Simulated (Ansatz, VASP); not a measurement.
**LiCl in VASP and in Ansatz**

```
Li Cl
1.0
     0.00687    2.51223    2.51223
     2.50605   -0.02221    2.54132
     2.50605    2.54132   -0.02221
Li Cl
1 1
Cartesian
  0.0000 0.0000 0.0000
  2.5095 2.5157 2.5157
```

Alike in both runs: task single point; functional PBE; k mesh 8 × 8 × 8; occupations gaussian, width 0.02 eV; no spin polarisation.

```csv
,VASP,Ansatz
version,VASP 6.6.1,Ansatz 0.2.0
potentials or method,"VASP PAW PBE potentials, release 64 (Li_sv, Cl), cutoff 520 eV","scalar-relativistic, plane waves, PAW"
valence electrons in the cell,10,10
```

```csv
,VASP,Ansatz,Ansatz less VASP
gap on the k mesh at the Fermi level (eV),6.53,6.52,-0.013
least direct gap on the mesh (eV),6.53,6.52,-0.013
```

With one functional, cell and mesh, what is left measures potentials, basis and numerics.

Noted on VASP's run: the cutoff is short for stress, so the pressure is rough.
